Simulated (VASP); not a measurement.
# GaSb (I-4m2) in VASP: further runs

Runs on GaSb. Level: PBE. Tasks: single point.

Everything below comes from runs of VASP 6.6.1. Logs are shortened: lines on timing, memory, paths and dates and some standing lists are left out, and cuts for length are marked.

### Step 1. The cell of the first run

Symmetry: I-4m2, No. 119, tetragonal system. The conventional cell has a = 5.403 Å, b = 5.403 Å, c = 3.036 Å, α = 90.00°, β = 90.00°, γ = 90.00°. Ga (site symmetry -4m2) has 8 Sb at 2.81 to 3.53 Å and 2 Ga at 3.04 Å within 3.7 Å. Sb (site symmetry -4m2) has 8 Ga at 2.81 to 3.53 Å and 2 Sb at 3.04 Å within 3.7 Å.

### Step 2. Single point, PBE

Contents of INCAR:

```
SYSTEM = GaSb
  ALGO = Normal
  EDIFF = 1E-6
  ENCUT = 520
  GGA = PE
  ISIF = 2
  ISMEAR = 0
  LASPH = .TRUE.
  LCHARG = .FALSE.
  LREAL = .FALSE.
  LWAVE = .FALSE.
  NBANDS = 16
  NELM = 80
  PREC = Accurate
  SIGMA = 0.15
```

Contents of KPOINTS:

```
k-points
0
G
  16 16 16
  0 0 0
```

Contents of POSCAR:

```
GaSb
1.0
   -2.7014000000      2.7014000000      1.5179000000
    2.7014000000     -2.7014000000      1.5179000000
    2.7014000000      2.7014000000     -1.5179000000
Ga Sb
1 1
Direct
    0.2500000000      0.7500000000      0.5000000000
    0.0000000000      0.0000000000      0.0000000000
```

Potentials or basis: VASP PAW PBE potentials, release 64 (Ga_d, Sb).

The run is started by

```console
$ cat potpaw_PBE.64/Ga_d/POTCAR potpaw_PBE.64/Sb/POTCAR > POTCAR
$ mpirun -np 1 vasp_std > vasp.out
```

OUTCAR:

```text
SYSTEM = GaSb
   EDIFF = 1E-6
   ENCUT = 520
   GGA = PE
   ISIF = 2
   ISMEAR = 0
   LASPH = .TRUE.
   LREAL = .FALSE.
   NELM = 80
   PREC = Accurate

 ion  position               nearest neighbor table
   1  0.250  0.750  0.500-   2 2.81   2 2.81   2 2.81   2 2.81
   2  0.000  0.000  0.000-   1 2.81   1 2.81   1 2.81   1 2.81

  LATTYP: Found a body centered tetragonal cell.
 ALAT       =     5.4028000000
 C/A-ratio  =     0.5618938328

  Lattice vectors:

 A1 = (  -2.7014000000,   2.7014000000,   1.5179000000)
 A2 = (   2.7014000000,  -2.7014000000,   1.5179000000)
 A3 = (   2.7014000000,   2.7014000000,  -1.5179000000)

Analysis of symmetry for initial positions (statically):
=====================================================================
 Subroutine PRICEL returns:
 Original cell was already a primitive cell.

 Routine SETGRP: Setting up the symmetry group for a
 body centered tetragonal supercell.

 Subroutine GETGRP returns: Found  8 space group operations
 (whereof  8 operations were pure point group operations)
 out of a pool of 16 trial point group operations.

The static configuration has the point symmetry D_2d.

Analysis of symmetry for dynamics (positions and initial velocities):
=====================================================================
 Subroutine PRICEL returns:
 Original cell was already a primitive cell.

 Routine SETGRP: Setting up the symmetry group for a
 body centered tetragonal supercell.

 Subroutine GETGRP returns: Found  8 space group operations
 (whereof  8 operations were pure point group operations)
 out of a pool of 16 trial point group operations.

The dynamic configuration has the point symmetry D_2d.

 Subroutine INISYM returns: Found  8 space group operations
 (whereof  8 operations are pure point group operations),
 and found     1 'primitive' translations

----------------------------------------------------------------------------------------

                                     Primitive cell

  volume of cell :      44.3079

  direct lattice vectors                    reciprocal lattice vectors
    -2.701400000  2.701400000  1.517900000     0.000000000  0.185089213  0.329402464
     2.701400000 -2.701400000  1.517900000     0.185089213  0.000000000  0.329402464
     2.701400000  2.701400000 -1.517900000     0.185089213  0.185089213  0.000000000

  length of vectors
     4.110856885  4.110856885  4.110856885     0.377841237  0.377841237  0.261755675

  position of ions in fractional coordinates (direct lattice)
     0.250000000  0.750000000  0.500000000
     0.000000000  0.000000000  0.000000000

[... 77 lines left out ...]
   LREAL  =      F    real-space projection
   EDIFFG = 0.1E-04   stopping-criterion for IOM
   NSW    =      0    number of steps for IOM
   IBRION =     -1    ionic relax: 0-MD 1-quasi-New 2-CG
   NFREE  =      0    steps in history (QN), initial steepest desc. (CG)
   ISIF   =      2    stress and relaxation
   ISYM   =      2    0-nonsym 1-usesym 2-fastsym
   POTIM  = 0.5000    time-step for ionic-motion
   TEBEG  =    0.0;   TEEND  =   0.0 temperature during run
   PSTRESS=    0.0 pullay stress
   NELECT =      18.0000    total number of electrons
   NUPDOWN=      -1.0000    fix difference up-down
   EMIN   =  10.00;   EMAX   =-10.00  energy-range for DOS
   EFERMI =   0.00;   METHOD = LEGACY
   ISMEAR =     0;   SIGMA  =   0.15  broadening in eV -4-tet -1-fermi 0-gaus
   EFERMI_NEDOS =   21; number of points for ismear=-14 and -15
   IALGO  =     38    algorithm
   IMIX   =      4    mixing-type and parameters
     AMIX     =   0.40;   BMIX     =  1.00
     AMIX_MAG =   1.60;   BMIX_MAG =  1.00
  volume/ion in A,a.u.               =      22.15       149.50
  Fermi-wavevector in a.u.,A,eV,Ry     =   1.212473  2.291241 20.001794  1.470090
  Thomas-Fermi vector in A             =   2.347956
   LORBIT       =      0    0 simple, 1 ext, 2 COOP (PROOUT), +10 PAW based schemes
   GGA     = PE    functional components
   LHFCALC =     F    Hartree Fock is set to
   AEXX    =    0.0000 exact exchange contribution
   IVDW    =     0    specifies the selected vdW correction
   LEPSILON=     F    determine dielectric tensor
   LRPA    =     F    only Hartree local field effects (RPA)
 non-spin polarized calculation
 Gauss-broadening in eV      SIGMA  =   0.15
  energy-cutoff  :      520.00
  volume of cell :       44.31
 maximum number of plane-waves:      1213
   NGX = 15   NGY = 15   NGZ = 15

 number of electron      18.0000008 magnetization

 Free energy of the ion-electron system (eV)
  ---------------------------------------------------
  ext. energy  EPLUGINS =         0.00000000
  ---------------------------------------------------
  free energy    TOTEN  =        -6.92808303 eV

  energy without entropy =       -6.91980937  energy(sigma->0) =       -6.92394620

 E-fermi :   7.5721     XC(G=0): -10.6316

 val. band max:        7.5637909544   @ k =  -0.1250  -0.1875   0.0625
 cond. band min:       7.5801245647   @ k =   0.1250   0.1250   0.1250
 fundamental gap:      0.0163336104
 Fermi energy:         7.5721265729

 k-point     1 :       0.0000    0.0000    0.0000
  band No.  band energies     occupation
      1      -7.5033      2.00000
      2      -7.3988      2.00000
      3      -7.3932      2.00000
      4      -7.3450      2.00000
      5      -7.3450      2.00000
      6      -5.0560      2.00000
[... 433 lines left out ...]
      3      -7.3926      2.00000
      4      -7.3451      2.00000
      5      -7.3446      2.00000
      6      -5.0197      2.00000
[... 8 lines left out ...]
     15      17.8940      0.00000
     16      18.4722      0.00000

 [... further k-points ...]

------------------------ aborting loop because EDIFF is reached ----------------------------------------

  FORCE on cell =-STRESS in cart. coord.  units (eV):
  Direction    XX          YY          ZZ          XY          YZ          ZX
  --------------------------------------------------------------------------------------
  -------------------------------------------------------------------------------------
  Total        1.4724754      1.4724754      1.6792780      0.0000000      0.0000000      0.0000000
  in kB       53.2448580     53.2448580     60.7228623      0.0000000      0.0000000      0.0000000
  external PRESSURE =      55.7375261 kB  Pullay stress =       0.0000000 kB

 VOLUME and BASIS-vectors are now :
 -----------------------------------------------------------------------------
  energy-cutoff  :      520.00
  volume of cell :       44.31
      direct lattice vectors                 reciprocal lattice vectors
    -2.701400000  2.701400000  1.517900000     0.000000000  0.185089213  0.329402464
     2.701400000 -2.701400000  1.517900000     0.185089213  0.000000000  0.329402464
     2.701400000  2.701400000 -1.517900000     0.185089213  0.185089213  0.000000000

 POSITION                                       TOTAL-FORCE (eV/Angst)
 -----------------------------------------------------------------------------------
      2.70140     -0.00000      0.75895        -0.000000     -0.000000     -0.000000
      0.00000      0.00000      0.00000         0.000000      0.000000      0.000000
 -----------------------------------------------------------------------------------
    total drift:                                0.000000     -0.000000      0.000000

  FREE ENERGIE OF THE ION-ELECTRON SYSTEM (eV)
  ---------------------------------------------------
  free  energy   TOTEN  =        -6.9280830263 eV

  energy  without entropy=       -6.9198093721  energy(sigma->0) =       -6.92394620
```

OSZICAR:

```text
N       E                     dE             d eps       ncg     rms          rms(c)
DAV:   1     0.847870264704E+02    0.84787E+02   -0.82643E+03 11184   0.153E+03
DAV:   2    -0.767328364438E+00   -0.85554E+02   -0.82488E+02 13288   0.325E+02
DAV:   3    -0.684296829828E+01   -0.60756E+01   -0.60546E+01 13264   0.636E+01
DAV:   4    -0.694541886245E+01   -0.10245E+00   -0.10243E+00 13864   0.915E+00
DAV:   5    -0.694774449178E+01   -0.23256E-02   -0.23256E-02 13928   0.126E+00    0.277E+00
DAV:   6    -0.693116448646E+01    0.16580E-01   -0.36522E-02 14640   0.338E+00    0.158E+00
DAV:   7    -0.692815825658E+01    0.30062E-02   -0.11433E-02 16208   0.126E+00    0.256E-01
DAV:   8    -0.692807405685E+01    0.84200E-04   -0.15014E-03 14656   0.525E-01    0.423E-02
DAV:   9    -0.692808141930E+01   -0.73624E-05   -0.87736E-05 13520   0.713E-02    0.181E-02
DAV:  10    -0.692808327591E+01   -0.18566E-05   -0.68914E-06 14560   0.192E-02    0.320E-03
DAV:  11    -0.692808302626E+01    0.24966E-06   -0.71942E-07  9392   0.767E-03
   1 F= -.69280830E+01 E0= -.69239462E+01  d E =-.827365E-02
```

stdout:

```text
POSCAR found type information on POSCAR GaSb
 POSCAR found :  2 types and       2 ions
 scaLAPACK will be used
 LDA part: xc-table for (Slater+PW92), standard interpolation
 POSCAR, INCAR and KPOINTS ok, starting setup
 FFT: planning ... GRIDC
 FFT: planning ... GRID_SOFT
 FFT: planning ... GRID
 WAVECAR not read
 entering main loop
```

It took 76 s on 1 thread of Intel Xeon 6975P-C (Granite Rapids), shared host; peak memory 0.37 GiB.

What came out:

| Item | Value |
| --- | --- |
| Free energy | -6.9281 eV |
| Pressure | 5.6 GPa |
| Band gap on the k mesh | zero (bands 9 and 10 overlap by 4.97 eV) |

Levels at points of the mesh, in eV from the Fermi level:
```csv
k point,band 6,band 7,band 8,band 9,band 10,band 11,band 12,band 13
"(0.00, 0.00, 0.00)",-12.63,-2.98,-2.21,-2.21,3.15,5.96,7.40,7.40
"(0.50, 0.00, 0.00)",-8.31,-5.99,-2.55,-1.56,-1.33,2.29,3.43,5.39
"(0.50, 0.50, 0.00)",-11.03,-8.61,-0.16,1.68,2.13,2.26,5.28,7.20
"(0.50, 0.50, 0.50)",-9.70,-6.28,-5.52,-5.52,4.17,5.59,10.98,10.98
```

Caveat: the cell stands under pressure; spin-orbit coupling is left out, which moves the levels of the heavy elements.

### Step 3. Single point, PBE

This run uses another cell than the first one, of 22.30 Å³/atom.

Contents of INCAR:

```
SYSTEM = GaSb
ALGO = Normal ; EDIFF = 1E-6
ENCUT = 520 ; GGA = PE
ISIF = 2 ; ISMEAR = 0
LASPH = .True. ; LCHARG = .False.
LREAL = .False. ; LWAVE = .False.
NBANDS = 16 ; NELM = 100
PREC = Accurate ; SIGMA = 0.15
```

Contents of KPOINTS:

```
k-points
0
Gamma
  16 16 16
  0 0 0
```

Contents of POSCAR:

```
GaSb
1.0
   -2.8305000000      2.8305000000      1.3914000000
    2.8305000000     -2.8305000000      1.3914000000
    2.8305000000      2.8305000000     -1.3914000000
Ga Sb
1 1
Direct
    0.2500000000      0.7500000000      0.5000000000
    0.0000000000      0.0000000000      0.0000000000
```

Potentials or basis: VASP PAW PBE potentials, release 64 (Ga_d, Sb).

The run is started by

```console
$ cat potpaw_PBE.64/Ga_d/POTCAR potpaw_PBE.64/Sb/POTCAR > POTCAR
$ mpirun -np 1 vasp_std > vasp.out
```

It took 80 s on 1 thread of Intel Xeon 6975P-C (Granite Rapids), shared host; peak memory 0.38 GiB.

It converged, with:

```yaml
Free_energy: -6.7587 eV
Pressure: 6.9 GPa
Band_gap_on_the_k_mesh: zero (bands 9 and 10 overlap by 3.95 eV)
```

Stress tensor (GPa, compression positive):
```
 1.75  0.00  0.00
 0.00  1.75  0.00
 0.00  0.00 17.10
```

Levels at points of the mesh, in eV from the Fermi level:
| k point | band 7 | band 8 | band 9 | band 10 | band 11 | band 12 |
| --- | --- | --- | --- | --- | --- | --- |
| (0.00, 0.00, 0.00) | -4.36 | -2.77 | -2.77 | 2.72 | 6.12 | 6.12 |
| (0.50, 0.00, 0.00) | -5.75 | -2.57 | -1.40 | -0.82 | 2.61 | 3.31 |
| (0.50, 0.50, 0.00) | -8.66 | -1.00 | 0.87 | 1.08 | 1.21 | 7.78 |
| (0.50, 0.50, 0.50) | -6.76 | -5.59 | -5.59 | 7.03 | 8.43 | 8.97 |

Caveat: the stress differs along the axes, from 2 to 17 GPa; spin-orbit coupling is left out, which moves the levels of the heavy elements.

### Step 4. Single point, PBE

This run uses another cell than the first one, of 22.26 Å³/atom.

Contents of INCAR:

```
SYSTEM = GaSb
PREC = Accurate
ENCUT = 520
EDIFF = 1E-6
ISMEAR = 0
SIGMA = 0.15
LREAL = .FALSE.
LASPH = .TRUE.
NELM = 60
ALGO = Normal
ISIF = 2
LWAVE = .FALSE.
LCHARG = .FALSE.
GGA = PE
NBANDS = 16
```

Contents of KPOINTS:

```
regular mesh
0
G
  16 16 16
  0 0 0
```

Contents of POSCAR:

```
GaSb
1.0
   -2.7659365100      2.7659365100      1.4546500000
    2.7659365100     -2.7659365100      1.4546500000
    2.7659365100      2.7659365100     -1.4546500000
Ga Sb
1 1
Direct
    0.2500000000      0.7500000000      0.5000000000
    0.0000000000      0.0000000000      0.0000000000
```

The run is started by

```console
$ cat potpaw_PBE.64/Ga_d/POTCAR potpaw_PBE.64/Sb/POTCAR > POTCAR
$ mpirun -np 1 vasp_std > vasp.out
```

Run time: 87 s. Hardware: 1 thread of Intel Xeon 6975P-C (Granite Rapids), shared host; peak memory 0.38 GiB.

The run converged. Its results:

| Property | Result |
| --- | --- |
| Free energy | -6.8935 eV |
| Pressure | 5.5 GPa |
| Band gap on the k mesh | zero (bands 9 and 10 overlap by 4.55 eV) |

Stress tensor (GPa, compression positive):
```
3.36 0.00 0.00
0.00 3.36 0.00
0.00 0.00 9.92
```

Levels at points of the mesh, in eV from the Fermi level:
```
           k point  band 5  band 6  band 7  band 8  band 9  band 10  band 11  band 12  band 13  band 14
(0.00, 0.00, 0.00)  -14.86  -12.65   -3.69   -2.49   -2.49     2.91     6.80     6.80     7.05     9.20
(0.50, 0.00, 0.00)  -14.81   -7.87   -5.84   -2.62   -1.40    -1.23     2.41     3.32     5.24     7.72
(0.50, 0.50, 0.00)  -14.85  -11.24   -8.63   -0.57    1.39     1.49     1.71     6.39     8.40    10.05
(0.50, 0.50, 0.50)  -14.86  -10.10   -6.52   -5.56   -5.56     5.49     6.93    10.00    10.00    13.17
```

Caveat: the stress differs along the axes, from 3 to 10 GPa; spin-orbit coupling is left out, which moves the levels of the heavy elements.

### Step 5. Single point, PBE

This run uses another cell than the first one, of 22.38 Å³/atom.

Changes to INCAR since step 4:

```diff
@@ -3,3 +3,3 @@
 ENCUT = 520
-EDIFF = 1E-6
+EDIFF = 1E-7
 ISMEAR = 0
@@ -8,3 +8,3 @@
 LASPH = .TRUE.
-NELM = 60
+NELM = 80
 ALGO = Normal
```

KPOINTS is that of step 4.

Contents of POSCAR:

```
GaSb
1.0
   -2.6276500000      2.6276500000      1.6207000000
    2.6276500000     -2.6276500000      1.6207000000
    2.6276500000      2.6276500000     -1.6207000000
Ga Sb
1 1
Direct
    0.2500000000      0.7500000000      0.5000000000
    0.0000000000      0.0000000000      0.0000000000
```

The run is started by

```console
$ cat potpaw_PBE.64/Ga_d/POTCAR potpaw_PBE.64/Sb/POTCAR > POTCAR
$ mpirun -np 1 vasp_std > vasp.out
```

Wall time 1.8 min (1 thread of Intel Xeon 6975P-C (Granite Rapids), shared host); peak memory 0.37 GiB.

Results (log left out):

```
Free energy            : -6.8977 eV
Pressure               : 5.7 GPa
Band gap on the k mesh : zero (bands 9 and 10 overlap by 5.47 eV)
```

Stress tensor (GPa, compression positive):
```
7.62 0.00 0.00
0.00 7.62 0.00
0.00 0.00 1.92
```

Levels at points of the mesh, in eV from the Fermi level:
```csv
k point,band 5,band 6,band 7,band 8,band 9,band 10,band 11,band 12,band 13,band 14
"(0.00, 0.00, 0.00)",-15.00,-12.55,-2.06,-1.82,-1.82,3.53,4.53,6.93,7.64,7.64
"(0.50, 0.00, 0.00)",-14.97,-8.86,-6.20,-2.35,-1.94,-1.18,2.19,3.61,5.62,8.74
"(0.50, 0.50, 0.00)",-14.98,-10.74,-8.50,0.27,1.77,2.92,2.98,4.19,5.82,7.69
"(0.50, 0.50, 0.50)",-14.97,-9.20,-5.95,-5.39,-5.39,2.49,3.88,11.64,11.64,12.92
```

Caveat: the stress differs along the axes, from 2 to 8 GPa; spin-orbit coupling is left out, which moves the levels of the heavy elements.

(Continued in part 2 of 2.)
